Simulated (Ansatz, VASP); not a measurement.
C: VASP beside Ansatz

```
C
1.0
     0.00000    1.70038    1.82791
     1.70038    0.00000    1.82791
     1.70038    1.70038    0.00000
C
2
Cartesian
  1.7004 1.7004 1.8279
  2.5506 2.5506 2.7419
```

Alike in both runs: task single point; functional PBE; k mesh 12 × 12 × 12; occupations gaussian, width 0.05 eV; no spin polarisation.

|  | VASP | Ansatz |
| --- | --- | --- |
| version | VASP 6.6.1 | Ansatz 0.2.0 |
| potentials or method | VASP PAW PBE potentials, release 64 (C), cutoff 520 eV | scalar-relativistic, plane waves, PAW |
| valence electrons in the cell | 8 | 8 |

|  | VASP | Ansatz | Ansatz less VASP |
| --- | --- | --- | --- |
| gap on the k mesh at the Fermi level (eV) | 3.37 | 3.38 | +0.010 |
| least direct gap on the mesh (eV) | 5.12 | 5.12 | +0.004 |
